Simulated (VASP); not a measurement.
# RbBr (Fm-3m) in VASP: further runs, part 2 of 3

VASP 6.6.1. Earlier steps stand in the parts before.

## 4. Single point, r2SCAN

Contents of POSCAR:

```
RbBr
1.0
    0.0000000000      3.4619018100      3.4619018100
    3.4619018100      0.0000000000      3.4619018100
    3.4619018100      3.4619018100      0.0000000000
Rb Br
1 1
Direct
    0.0000000000      0.0000000000      0.0000000000
    0.5000000000      0.5000000000      0.5000000000
```

Contents of INCAR.step1:

```
PREC     = Accurate       # precision mode
ENCUT    = 520            # plane-wave cutoff, eV
ISMEAR   = -1             # smearing method
SIGMA    = 0.02           # smearing width, eV
LREAL    = False          # projectors in reciprocal space
LASPH    = True           # aspherical terms in the spheres
NELM     = 100            # most SCF steps
NBANDS   = 15             # bands
GGA      = PE             # functional
ALGO     = Normal         # electronic algorithm
EDIFF    = 1E-4           # SCF threshold, eV
LWAVE    = True           # write WAVECAR
LCHARG   = False          # write CHGCAR
```

Contents of INCAR.step2:

```
PREC     = Accurate       # precision mode
ENCUT    = 520            # plane-wave cutoff, eV
EDIFF    = 1E-7           # SCF threshold, eV
ISMEAR   = -1             # smearing method
SIGMA    = 0.02           # smearing width, eV
LREAL    = False          # projectors in reciprocal space
LASPH    = True           # aspherical terms in the spheres
NELM     = 100            # most SCF steps
ALGO     = Normal         # electronic algorithm
ISIF     = 2              # what is computed and relaxed
LWAVE    = False          # write WAVECAR
LCHARG   = False          # write CHGCAR
METAGGA  = R2SCAN         # meta-GGA
LMIXTAU  = True         
NBANDS   = 15             # bands
ISTART   = 1
```

Contents of KPOINTS:

```
Automatic mesh
0
Gamma
  8 8 8
```

Potentials or basis: VASP PAW PBE potentials, release 64 (Rb_sv, Br).

The run is started by

```
$ cat potpaw_PBE.64/Rb_sv/POTCAR potpaw_PBE.64/Br/POTCAR > POTCAR
$ cp INCAR.step1 INCAR
$ mpirun -np 1 vasp_std > vasp.out
$ cp INCAR.step2 INCAR
$ mpirun -np 1 vasp_std > vasp.out
```

OUTCAR:

```text
PREC = Accurate
   ENCUT = 520
   EDIFF = 1E-7
   ISMEAR = -1
   LREAL = False
   LASPH = True
   NELM = 100
   ISIF = 2
   METAGGA = R2SCAN
   ISTART = 1

 ion  position               nearest neighbor table
   1  0.000  0.000  0.000-   2 3.46   2 3.46   2 3.46   2 3.46   2 3.46   2 3.46
   2  0.500  0.500  0.500-   1 3.46   1 3.46   1 3.46   1 3.46   1 3.46   1 3.46

  LATTYP: Found a face centered cubic cell.
 ALAT       =     6.9238036200

  Lattice vectors:

 A1 = (   0.0000000000,   3.4619018100,   3.4619018100)
 A2 = (   3.4619018100,   0.0000000000,   3.4619018100)
 A3 = (   3.4619018100,   3.4619018100,   0.0000000000)

Analysis of symmetry for initial positions (statically):
=====================================================================
 Subroutine PRICEL returns:
 Original cell was already a primitive cell.

 Routine SETGRP: Setting up the symmetry group for a
 face centered cubic supercell.

 Subroutine GETGRP returns: Found 48 space group operations
 (whereof 48 operations were pure point group operations)
 out of a pool of 48 trial point group operations.

The static configuration has the point symmetry O_h .

Analysis of symmetry for dynamics (positions and initial velocities):
=====================================================================
 Subroutine PRICEL returns:
 Original cell was already a primitive cell.

 Routine SETGRP: Setting up the symmetry group for a
 face centered cubic supercell.

 Subroutine GETGRP returns: Found 48 space group operations
 (whereof 48 operations were pure point group operations)
 out of a pool of 48 trial point group operations.

The dynamic configuration has the point symmetry O_h .

 Subroutine INISYM returns: Found 48 space group operations
 (whereof 48 operations are pure point group operations),
 and found     1 'primitive' translations

----------------------------------------------------------------------------------------

                                     Primitive cell

  volume of cell :      82.9802

  direct lattice vectors                    reciprocal lattice vectors
     0.000000000  3.461901810  3.461901810    -0.144429284  0.144429284  0.144429284
     3.461901810  0.000000000  3.461901810     0.144429284 -0.144429284  0.144429284
     3.461901810  3.461901810  0.000000000     0.144429284  0.144429284 -0.144429284

  length of vectors
     4.895868491  4.895868491  4.895868491     0.250158858  0.250158858  0.250158858

  position of ions in fractional coordinates (direct lattice)
     0.000000000  0.000000000  0.000000000
     0.500000000  0.500000000  0.500000000

  ion indices of the primitive-cell ions
   primitive index   ion index
                 1           1
                 2           2

----------------------------------------------------------------------------------------

 KPOINTS: Automatic mesh

Automatic generation of k-mesh.
 Grid dimensions read from file:
 generate k-points for:    8    8    8

 Generating k-lattice:

  Cartesian coordinates                     Fractional coordinates (reciprocal lattice)
    -0.018053661  0.018053661  0.018053661     0.125000000  0.000000000  0.000000000
     0.018053661 -0.018053661  0.018053661     0.000000000  0.125000000  0.000000000
[... 39 lines left out ...]
 [... further k-points ...]
   k-points           NKPTS =     29   k-points in BZ     NKDIM =     29   number of bands    NBANDS=     15
   number of dos      NEDOS =    301   number of ions     NIONS =      2
   total plane-waves  NPLWV =  46656
   dimension x,y,z NGX =    36 NGY =   36 NGZ =   36
   dimension x,y,z NGXF=    72 NGYF=   72 NGZF=   72
   ions per type =               1   1
   NGX,Y,Z   is equivalent  to a cutoff of  12.22, 12.22, 12.22 a.u.
   NGXF,Y,Z  is equivalent  to a cutoff of  24.45, 24.45, 24.45 a.u.
 SYSTEM =  unknown system
   PREC   = accura    normal or accurate (medium, high low for compatibility)
   ISTART =      1    job   : 0-new  1-cont  2-samecut
   ICHARG =      0    charge: 1-file 2-atom 10-const
   ISPIN  =      1    spin polarized calculation?
   LNONCOLLINEAR =      F non collinear calculations
   LSORBIT =      F    spin-orbit coupling
   LASPH  =      T    aspherical Exc in radial PAW
   ENCUT  =  520.0 eV  38.22 Ry    6.18 a.u.   9.10  9.10  9.10*2*pi/ulx,y,z
   NELM   =    100;   NELMIN=  2; NELMDL=  0     # of ELM steps
   EDIFF  = 0.1E-06   stopping-criterion for ELM
   LREAL  =      F    real-space projection
   EDIFFG = 0.1E-05   stopping-criterion for IOM
   NSW    =      0    number of steps for IOM
   IBRION =     -1    ionic relax: 0-MD 1-quasi-New 2-CG
   NFREE  =      0    steps in history (QN), initial steepest desc. (CG)
   ISIF   =      2    stress and relaxation
   ISYM   =      2    0-nonsym 1-usesym 2-fastsym
   POTIM  = 0.5000    time-step for ionic-motion
   TEBEG  =    0.0;   TEEND  =   0.0 temperature during run
   PSTRESS=    0.0 pullay stress
   NELECT =      16.0000    total number of electrons
   NUPDOWN=      -1.0000    fix difference up-down
   EMIN   =  10.00;   EMAX   =-10.00  energy-range for DOS
   EFERMI =   0.00;   METHOD = LEGACY
   ISMEAR =    -1;   SIGMA  =   0.02  broadening in eV -4-tet -1-fermi 0-gaus
   EFERMI_NEDOS =   21; number of points for ismear=-14 and -15
   IALGO  =     38    algorithm
   IMIX   =      4    mixing-type and parameters
     AMIX     =   0.40;   BMIX     =  1.00
     AMIX_MAG =   1.60;   BMIX_MAG =  1.00
  volume/ion in A,a.u.               =      41.49       279.99
  Fermi-wavevector in a.u.,A,eV,Ry     =   0.945780  1.787265 12.170406  0.894500
  Thomas-Fermi vector in A             =   2.073714
   LORBIT       =      0    0 simple, 1 ext, 2 COOP (PROOUT), +10 PAW based schemes
   METAGGA = R2SCAN    functional components
   LHFCALC =     F    Hartree Fock is set to
   AEXX    =    0.0000 exact exchange contribution
   IVDW    =     0    specifies the selected vdW correction
   LEPSILON=     F    determine dielectric tensor
   LRPA    =     F    only Hartree local field effects (RPA)
 non-spin polarized calculation
  energy-cutoff  :      520.00
  volume of cell :       82.98
 maximum number of plane-waves:      2252
   NGX = 19   NGY = 19   NGZ = 19

 number of electron      15.9999997 magnetization

 Free energy of the ion-electron system (eV)
  ---------------------------------------------------
  ext. energy  EPLUGINS =         0.00000000
  ---------------------------------------------------
  free energy    TOTEN  =       -31.15568940 eV

  energy without entropy =      -31.15568940  energy(sigma->0) =      -31.15568940

 E-fermi :  -1.8545     XC(G=0):  -7.5012

 val. band max:       -2.2700840577   @ k =   0.0000   0.0000   0.0000
 cond. band min:       2.6203177925   @ k =   0.0000   0.0000   0.0000
 fundamental gap:      4.8904018501
 Fermi energy:        -1.8544969087

 k-point     1 :       0.0000    0.0000    0.0000
  band No.  band energies     occupation
      1     -27.4905      2.00000
      2     -14.8533      2.00000
      3     -11.0174      2.00000
      4     -11.0174      2.00000
      5     -11.0174      2.00000
      6      -2.2701      2.00000
      7      -2.2701      2.00000
      8      -2.2701      2.00000
      9       2.6203      0.00000
     10       5.6040      0.00000
     11       5.6040      0.00000
     12       5.6040      0.00000
     13       6.6516      0.00000
     14       6.6516      0.00000
[... 401 lines left out ...]
      2     -14.8579      2.00000
      3     -11.0770      2.00000
      4     -11.0638      2.00000
      5     -10.9983      2.00000
      6      -2.9855      2.00000
      7      -2.6036      2.00000
      8      -2.5761      2.00000
      9       5.1354      0.00000
     10       5.5984      0.00000
     11       7.3118      0.00000
     12       7.3764      0.00000
     13       8.2778      0.00000
     14       9.1160      0.00000
     15       9.3694      0.00000

 [... further k-points ...]

------------------------ aborting loop because EDIFF is reached ----------------------------------------

  FORCE on cell =-STRESS in cart. coord.  units (eV):
  Direction    XX          YY          ZZ          XY          YZ          ZX
  --------------------------------------------------------------------------------------
  -------------------------------------------------------------------------------------
  Total        0.0164291      0.0164291      0.0164291     -0.0000000     -0.0000000      0.0000000
  in kB        0.3172124      0.3172124      0.3172124     -0.0000000     -0.0000000      0.0000000
  external PRESSURE =       0.3172124 kB  Pullay stress =       0.0000000 kB

 VOLUME and BASIS-vectors are now :
 -----------------------------------------------------------------------------
  energy-cutoff  :      520.00
  volume of cell :       82.98
      direct lattice vectors                 reciprocal lattice vectors
     0.000000000  3.461901810  3.461901810    -0.144429284  0.144429284  0.144429284
     3.461901810  0.000000000  3.461901810     0.144429284 -0.144429284  0.144429284
     3.461901810  3.461901810  0.000000000     0.144429284  0.144429284 -0.144429284

 POSITION                                       TOTAL-FORCE (eV/Angst)
 -----------------------------------------------------------------------------------
      0.00000      0.00000      0.00000        -0.000000     -0.000000     -0.000000
      3.46190      3.46190      3.46190         0.000000      0.000000      0.000000
 -----------------------------------------------------------------------------------
    total drift:                                0.000000      0.000000      0.000000

  FREE ENERGIE OF THE ION-ELECTRON SYSTEM (eV)
  ---------------------------------------------------
  free  energy   TOTEN  =       -31.1556894026 eV

  energy  without entropy=      -31.1556894026  energy(sigma->0) =      -31.15568940
```

Run time: 2.5 min. Hardware: 1 thread of Intel Xeon 6975P-C, shared host; peak memory 0.23 GiB.

What came out:

```
Free energy            : -31.1557 eV
Pressure               : 0.0 GPa
Band gap on the k mesh : 4.89 eV, direct
```

Levels at points of the mesh, in eV from the valence-band top:
```csv
k point,band 5,band 6,band 7,band 8,band 9,band 10,band 11,band 12
"(0.00, 0.00, 0.00)",-8.75,0.00,0.00,0.00,4.89,7.87,7.87,7.87
"(0.50, 0.00, 0.00)",-8.70,-0.92,-0.32,-0.32,7.21,8.17,10.13,10.13
"(0.50, 0.50, 0.00)",-8.81,-0.47,-0.16,-0.16,6.09,7.83,9.56,9.99
```

Caveat: the PAW data sets were made with another functional, which shifts forces and pressure a little.

(Continued in part 3 of 3.)
